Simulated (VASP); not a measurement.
# La2O3 (P-3m1) in VASP: a series of runs

La2O3 is run at these levels: PBEsol+U, PBEsol, PBE; tasks: single point.

Program: VASP 6.6.1. These are calculated values, not measurements. Logs are shortened: lines on timing, memory, paths and dates and some standing lists are left out, and cuts for length are marked.

## 1. The cell of the first run

The structure is trigonal, space group P-3m1 (No. 164). The conventional cell has a = 3.931 Å, b = 3.931 Å, c = 6.112 Å, α = 90.00°, β = 90.00°, γ = 120.00°. La (site symmetry 3m) has 7 O at 2.36 to 2.72 Å within 3.1 Å. O (site symmetry -3m) has 6 La at 2.72 Å and 6 O at 3.14 Å within 3.6 Å. O (site symmetry 3m) has 4 La at 2.36 to 2.44 Å and 6 O at 2.89 to 3.14 Å within 3.2 Å.

## 2. Single point, PBEsol+U

POSCAR

```
La2O3
1.0
    3.9307778780      0.0000000000      0.0000000000
   -1.9653889390      3.4041534990      0.0000000000
    0.0000000000      0.0000000000      6.1119535200
La O
2 3
Direct
    0.3333333333      0.6666666667      0.2462356800
    0.6666666667      0.3333333333      0.7537643200
    0.0000000000      0.0000000000      0.0000000000
    0.3333333333      0.6666666667      0.6458906500
    0.6666666667      0.3333333333      0.3541093500
```

INCAR.step1

```
SYSTEM = La2O3
  PREC = Accurate
  ENCUT = 520
  EDIFF = 1E-6
  ISMEAR = -1
  SIGMA = 0.05
  LREAL = .FALSE.
  LASPH = .TRUE.
  NELM = 150
  ALGO = Normal
  ISIF = 2
  LWAVE = .FALSE.
  LCHARG = .TRUE.
  LMAXMIX = 6
  LDAU = .TRUE.
  LDAUTYPE = 2
  LDAUL = 3 -1
  LDAUU = 6 0
  LDAUJ = 0 0
  LDAUPRINT = 1
  GGA = PS
  NBANDS = 28
```

KPOINTS.step1

```
regular mesh
0
G
  8 8 5
  0 0 0
```

INCAR.step2

```
SYSTEM = La2O3
  PREC = Accurate
  ENCUT = 520
  EDIFF = 1E-6
  ISMEAR = -5
  SIGMA = 0.05
  LREAL = .FALSE.
  LASPH = .TRUE.
  NELM = 150
  ALGO = Normal
  ISIF = 2
  LWAVE = .FALSE.
  LCHARG = .FALSE.
  LMAXMIX = 6
  LDAU = .TRUE.
  LDAUTYPE = 2
  LDAUL = 3 -1
  LDAUU = 6 0
  LDAUJ = 0 0
  LDAUPRINT = 1
  GGA = PS
  LORBIT = 11
  NEDOS = 2001
  ICHARG = 11
```

KPOINTS.step2

```
regular mesh
0
G
  12 12 8
  0 0 0
```

Potentials or basis: VASP PAW PBE potentials, release 64 (La, O).

The run is started by

```console
cat potpaw_PBE.64/La/POTCAR potpaw_PBE.64/O/POTCAR > POTCAR
cp INCAR.step1 INCAR
cp KPOINTS.step1 KPOINTS
mpirun -np 1 vasp_std > vasp.out
cp INCAR.step2 INCAR
cp KPOINTS.step2 KPOINTS
mpirun -np 1 vasp_std > vasp.out
```

OUTCAR:

```text
SYSTEM = La2O3
   PREC = Accurate
   ENCUT = 520
   EDIFF = 1E-6
   ISMEAR = -5
   LREAL = .FALSE.
   LASPH = .TRUE.
   NELM = 150
   ISIF = 2
   GGA = PS
   LORBIT = 11
   ICHARG = 11

 ion  position               nearest neighbor table
   1  0.333  0.667  0.246-   5 2.36   5 2.36   5 2.36   4 2.44   3 2.72   3 2.72   3 2.72
   2  0.667  0.333  0.754-   4 2.36   4 2.36   4 2.36   5 2.44   3 2.72   3 2.72   3 2.72
   3  0.000  0.000  0.000-   1 2.72   2 2.72   2 2.72   1 2.72   2 2.72   1 2.72
   4  0.333  0.667  0.646-   2 2.36   2 2.36   2 2.36   1 2.44
   5  0.667  0.333  0.354-   1 2.36   1 2.36   1 2.36   2 2.44

  LATTYP: Found a hexagonal cell.
 ALAT       =     3.9307778780
 C/A-ratio  =     1.5548966921

  Lattice vectors:

 A1 = (   3.9307778780,   0.0000000000,   0.0000000000)
 A2 = (  -1.9653889390,   3.4041534990,   0.0000000000)
 A3 = (   0.0000000000,   0.0000000000,   6.1119535200)

Analysis of symmetry for initial positions (statically):
=====================================================================
 Subroutine PRICEL returns:
 Original cell was already a primitive cell.

 Routine SETGRP: Setting up the symmetry group for a
 hexagonal supercell.

 Subroutine GETGRP returns: Found 12 space group operations
 (whereof 12 operations were pure point group operations)
 out of a pool of 24 trial point group operations.

The static configuration has the point symmetry D_3d.

Analysis of symmetry for dynamics (positions and initial velocities):
=====================================================================
 Subroutine PRICEL returns:
 Original cell was already a primitive cell.

 Routine SETGRP: Setting up the symmetry group for a
 hexagonal supercell.

 Subroutine GETGRP returns: Found 12 space group operations
 (whereof 12 operations were pure point group operations)
 out of a pool of 24 trial point group operations.

The dynamic configuration has the point symmetry D_3d.

 Subroutine INISYM returns: Found 12 space group operations
 (whereof 12 operations are pure point group operations),
 and found     1 'primitive' translations

----------------------------------------------------------------------------------------

                                     Primitive cell

  volume of cell :      81.7839

  direct lattice vectors                    reciprocal lattice vectors
     3.930777878  0.000000000  0.000000000     0.254402571  0.146879393  0.000000000
    -1.965388939  3.404153499  0.000000000     0.000000000  0.293758786  0.000000000
     0.000000000  0.000000000  6.111953520     0.000000000  0.000000000  0.163613810

  length of vectors
     3.930777878  3.930777878  6.111953520     0.293758786  0.293758786  0.163613810

  position of ions in fractional coordinates (direct lattice)
     0.333333333  0.666666667  0.246235680
     0.666666667  0.333333333  0.753764320
     0.000000000  0.000000000  0.000000000
     0.333333333  0.666666667  0.645890650
[... 164 lines left out ...]
  o =  0.0243  v =  0.0000  0.0000  0.0000  0.0000  0.0000  0.0000  0.0000 -0.7616  0.0000 -0.0000 -0.6480 -0.0000 -0.0000  0.0000      0.0000  0.0000  0.0000  0.0000  0.0000  0.0000  0.0000  0.0000  0.0000  0.0000  0.0000  0.0000  0.0000  0.0000

atom =   2  type =  1  l = 3

 onsite density matrix

spin component  1

  0.0171  0.0000  0.0000  0.0084  0.0000  0.0000 -0.0000
  0.0000  0.0097  0.0000 -0.0000 -0.0001 -0.0000 -0.0000
  0.0000  0.0000  0.0079  0.0000  0.0000 -0.0001 -0.0000
  0.0084 -0.0000  0.0000  0.0144  0.0000  0.0000 -0.0000
  0.0000 -0.0001  0.0000  0.0000  0.0079 -0.0000  0.0000
  0.0000 -0.0000 -0.0001  0.0000 -0.0000  0.0097  0.0000
 -0.0000 -0.0000 -0.0000 -0.0000  0.0000  0.0000  0.0083

spin component  2

  0.0171  0.0000  0.0000  0.0084  0.0000  0.0000 -0.0000
  0.0000  0.0097  0.0000 -0.0000 -0.0001 -0.0000 -0.0000
  0.0000  0.0000  0.0079  0.0000  0.0000 -0.0001 -0.0000
  0.0084 -0.0000  0.0000  0.0144  0.0000  0.0000 -0.0000
  0.0000 -0.0001  0.0000  0.0000  0.0079 -0.0000  0.0000
  0.0000 -0.0000 -0.0001  0.0000 -0.0000  0.0097  0.0000
 -0.0000 -0.0000 -0.0000 -0.0000  0.0000  0.0000  0.0083

 occupancies and eigenvectors

  o =  0.0072  v = -0.6480  0.0000  0.0000  0.7616  0.0000 -0.0000 -0.0000  0.0000  0.0000  0.0000  0.0000  0.0000  0.0000  0.0000      0.0000  0.0000  0.0000  0.0000  0.0000  0.0000  0.0000  0.0000  0.0000  0.0000  0.0000  0.0000  0.0000  0.0000
  o =  0.0072  v =  0.0000  0.0000  0.0000  0.0000  0.0000  0.0000  0.0000 -0.6480  0.0000  0.0000  0.7616  0.0000 -0.0000 -0.0000      0.0000  0.0000  0.0000  0.0000  0.0000  0.0000  0.0000  0.0000  0.0000  0.0000  0.0000  0.0000  0.0000  0.0000
  o =  0.0079  v =  0.0000 -0.0595  0.0000 -0.0000 -0.9982  0.0000  0.0000  0.0000  0.0000  0.0000  0.0000  0.0000  0.0000  0.0000      0.0000  0.0000  0.0000  0.0000  0.0000  0.0000  0.0000  0.0000  0.0000  0.0000  0.0000  0.0000  0.0000  0.0000
  o =  0.0079  v =  0.0000  0.0000  0.0000  0.0000  0.0000  0.0000  0.0000  0.0000 -0.0595  0.0000 -0.0000 -0.9982  0.0000  0.0000      0.0000  0.0000  0.0000  0.0000  0.0000  0.0000  0.0000  0.0000  0.0000  0.0000  0.0000  0.0000  0.0000  0.0000
  o =  0.0079  v =  0.0000  0.0000  0.0000  0.0000  0.0000  0.0000  0.0000 -0.0000 -0.0000 -0.9982  0.0000 -0.0000 -0.0595  0.0000      0.0000  0.0000  0.0000  0.0000  0.0000  0.0000  0.0000  0.0000  0.0000  0.0000  0.0000  0.0000  0.0000  0.0000
  o =  0.0079  v = -0.0000 -0.0000 -0.9982  0.0000 -0.0000 -0.0595  0.0000  0.0000  0.0000  0.0000  0.0000  0.0000  0.0000  0.0000      0.0000  0.0000  0.0000  0.0000  0.0000  0.0000  0.0000  0.0000  0.0000  0.0000  0.0000  0.0000  0.0000  0.0000
  o =  0.0083  v =  0.0000  0.0000  0.0000  0.0000  0.0000 -0.0000  1.0000  0.0000  0.0000  0.0000  0.0000  0.0000  0.0000  0.0000      0.0000  0.0000  0.0000  0.0000  0.0000  0.0000  0.0000  0.0000  0.0000  0.0000  0.0000  0.0000  0.0000  0.0000
  o =  0.0083  v =  0.0000  0.0000  0.0000  0.0000  0.0000  0.0000  0.0000  0.0000  0.0000  0.0000  0.0000  0.0000 -0.0000  1.0000      0.0000  0.0000  0.0000  0.0000  0.0000  0.0000  0.0000  0.0000  0.0000  0.0000  0.0000  0.0000  0.0000  0.0000
  o =  0.0097  v =  0.0000  0.0000  0.0000  0.0000  0.0000  0.0000  0.0000  0.0000 -0.9982  0.0000 -0.0000  0.0595 -0.0007  0.0000      0.0000  0.0000  0.0000  0.0000  0.0000  0.0000  0.0000  0.0000  0.0000  0.0000  0.0000  0.0000  0.0000  0.0000
  o =  0.0097  v =  0.0000 -0.9982  0.0000 -0.0000  0.0595 -0.0007  0.0000  0.0000  0.0000  0.0000  0.0000  0.0000  0.0000  0.0000      0.0000  0.0000  0.0000  0.0000  0.0000  0.0000  0.0000  0.0000  0.0000  0.0000  0.0000  0.0000  0.0000  0.0000
  o =  0.0097  v = -0.0000 -0.0007 -0.0595  0.0000  0.0000  0.9982  0.0000  0.0000  0.0000  0.0000  0.0000  0.0000  0.0000  0.0000      0.0000  0.0000  0.0000  0.0000  0.0000  0.0000  0.0000  0.0000  0.0000  0.0000  0.0000  0.0000  0.0000  0.0000
  o =  0.0097  v =  0.0000  0.0000  0.0000  0.0000  0.0000  0.0000  0.0000 -0.0000 -0.0007 -0.0595  0.0000  0.0000  0.9982  0.0000      0.0000  0.0000  0.0000  0.0000  0.0000  0.0000  0.0000  0.0000  0.0000  0.0000  0.0000  0.0000  0.0000  0.0000
  o =  0.0243  v = -0.7616  0.0000 -0.0000 -0.6480 -0.0000 -0.0000  0.0000  0.0000  0.0000  0.0000  0.0000  0.0000  0.0000  0.0000      0.0000  0.0000  0.0000  0.0000  0.0000  0.0000  0.0000  0.0000  0.0000  0.0000  0.0000  0.0000  0.0000  0.0000
  o =  0.0243  v =  0.0000  0.0000  0.0000  0.0000  0.0000  0.0000  0.0000 -0.7616  0.0000 -0.0000 -0.6480 -0.0000 -0.0000  0.0000      0.0000  0.0000  0.0000  0.0000  0.0000  0.0000  0.0000  0.0000  0.0000  0.0000  0.0000  0.0000  0.0000  0.0000

 number of electron      39.9999992 magnetization

 Free energy of the ion-electron system (eV)
  ---------------------------------------------------
  ext. energy  EPLUGINS =         0.00000000
  ---------------------------------------------------
  free energy    TOTEN  =       -42.54534510 eV

  energy without entropy =      -42.54534510  energy(sigma->0) =      -42.54534510

 E-fermi :   5.9985     XC(G=0): -10.7337

 val. band max:        5.9847917509   @ k =   0.2500   0.2500   0.5000
 cond. band min:       9.7151221740   @ k =   0.3333   0.3333   0.0000
 fundamental gap:      3.7303304230
 Fermi energy:         5.9985023078

 k-point     1 :       0.0000    0.0000    0.0000
  band No.  band energies     occupation
      1     -24.1524      2.00000
      2     -23.9112      2.00000
      3     -11.0196      2.00000
      4      -9.6181      2.00000
      5      -9.2225      2.00000
      6      -7.5770      2.00000
[... 637 lines left out ...]
     23      11.0682      0.00000
     24      11.4090      0.00000

 [... further k-points ...]

------------------------ aborting loop because EDIFF is reached ----------------------------------------

  FORCE on cell =-STRESS in cart. coord.  units (eV):
  Direction    XX          YY          ZZ          XY          YZ          ZX
  --------------------------------------------------------------------------------------
  -------------------------------------------------------------------------------------
  Total        0.8292050      0.8292050      0.4519546      0.0000000      0.0000000      0.0000000
  in kB       16.2444432     16.2444432      8.8539623      0.0000000      0.0000000      0.0000000
  external PRESSURE =      13.7809495 kB  Pullay stress =       0.0000000 kB

 VOLUME and BASIS-vectors are now :
 -----------------------------------------------------------------------------
  energy-cutoff  :      520.00
  volume of cell :       81.78
      direct lattice vectors                 reciprocal lattice vectors
     3.930777878  0.000000000  0.000000000     0.254402571  0.146879393  0.000000000
    -1.965388939  3.404153499  0.000000000     0.000000000  0.293758786  0.000000000
     0.000000000  0.000000000  6.111953520     0.000000000  0.000000000  0.163613810

 POSITION                                       TOTAL-FORCE (eV/Angst)
 -----------------------------------------------------------------------------------
     -0.00000      2.26944      1.50498        -0.000000     -0.000000     -0.108128
      1.96539      1.13472      4.60697         0.000000      0.000000      0.108128
      0.00000      0.00000      0.00000        -0.000000      0.000000     -0.000000
     -0.00000      2.26944      3.94765         0.000000      0.000000     -0.050391
      1.96539      1.13472      2.16430        -0.000000     -0.000000      0.050391
 -----------------------------------------------------------------------------------
    total drift:                               -0.000000      0.000000     -0.000000

  FREE ENERGIE OF THE ION-ELECTRON SYSTEM (eV)
  ---------------------------------------------------
  free  energy   TOTEN  =       -42.5453451002 eV

  energy  without entropy=      -42.5453451002  energy(sigma->0) =      -42.54534510

 total charge

# of ion       s       p       d       f       tot
--------------------------------------------------
    1        2.037   5.686   0.683   0.145   8.551
    2        2.037   5.686   0.683   0.145   8.551
    3        1.551   3.367   0.000   0.000   4.919
    4        1.565   3.456   0.000   0.000   5.021
    5        1.565   3.456   0.000   0.000   5.021
--------------------------------------------------
tot          8.756  21.652   1.366   0.289  32.063
```

Wall time 2.8 min (1 thread of Intel Xeon 6975P-C (Granite Rapids), shared host); peak memory 0.39 GiB.

Results:

```yaml
Valence_electrons_inside_the_program's_atomic_spheres: La 8.55; O 4.92, 5.02 (each value once)
```

Eigenvalues of the final occupation matrices:
```csv
site,spin,trace,eigenvalues
site 1 f,1,0.08,0.01 0.01 0.01 0.01 0.01 0.01 0.02
site 1 f,2,0.08,0.01 0.01 0.01 0.01 0.01 0.01 0.02
site 2 f,1,0.08,0.01 0.01 0.01 0.01 0.01 0.01 0.02
site 2 f,2,0.08,0.01 0.01 0.01 0.01 0.01 0.01 0.02
```

Caveat: the PAW data sets were made with another functional, which shifts forces and pressure a little; spin-orbit coupling is left out, which moves the levels of the heavy elements.

## 3. Single point, PBEsol

POSCAR is that of step 2.

INCAR.step1

```
SYSTEM = La2O3
PREC = Accurate
ENCUT = 520
EDIFF = 1E-6
ISMEAR = -1
SIGMA = 0.05
LREAL = .FALSE.
LASPH = .TRUE.
NELM = 60
ALGO = Normal
ISIF = 2
LWAVE = .FALSE.
LCHARG = .TRUE.
LMAXMIX = 6
GGA = PS
NBANDS = 28
```

KPOINTS.step1 is that of step 2.

INCAR.step2

```
SYSTEM = La2O3
PREC = Accurate
ENCUT = 520
EDIFF = 1E-6
ISMEAR = -5
SIGMA = 0.05
LREAL = .FALSE.
LASPH = .TRUE.
NELM = 60
ALGO = Normal
ISIF = 2
LWAVE = .FALSE.
LCHARG = .FALSE.
LMAXMIX = 6
GGA = PS
LORBIT = 10
NEDOS = 1001
ICHARG = 11
```

KPOINTS.step2 is that of step 2.

Potentials or basis: VASP PAW PBE potentials, release 64 (La, O).

The run is started by

```console
cat potpaw_PBE.64/La/POTCAR potpaw_PBE.64/O/POTCAR > POTCAR
cp INCAR.step1 INCAR
cp KPOINTS.step1 KPOINTS
mpirun -np 1 vasp_std > vasp.out
cp INCAR.step2 INCAR
cp KPOINTS.step2 KPOINTS
mpirun -np 1 vasp_std > vasp.out
```

Wall time 6.8 min (1 thread of Intel Xeon 8259CL, shared host); peak memory 0.39 GiB.

It converged, with:

```
Valence electrons inside the program's atomic spheres : La 8.61; O 4.91, 5.01 (each value once)
```

Levels at points of the mesh, in eV from the valence-band top:
```tsv
k point	band 16	band 17	band 18	band 19	band 20	band 21	band 22	band 23	band 24
(0.00, 0.00, 0.00)	-2.09	-1.69	-0.39	-0.39	-0.12	4.24	4.57	4.57	5.09
(0.50, 0.00, 0.00)	-0.77	-0.73	-0.65	-0.42	-0.30	3.80	4.73	5.24	5.31
(0.00, 0.00, 0.50)	-1.91	-1.02	-0.81	-0.29	-0.29	4.71	4.74	4.74	4.98
(0.50, 0.00, 0.50)	-0.99	-0.96	-0.73	-0.37	0.00	4.40	4.60	5.12	5.28
```

Caveat: the PAW data sets were made with another functional, which shifts forces and pressure a little; spin-orbit coupling is left out, which moves the levels of the heavy elements.

(Part 1 of 2 ends here.)
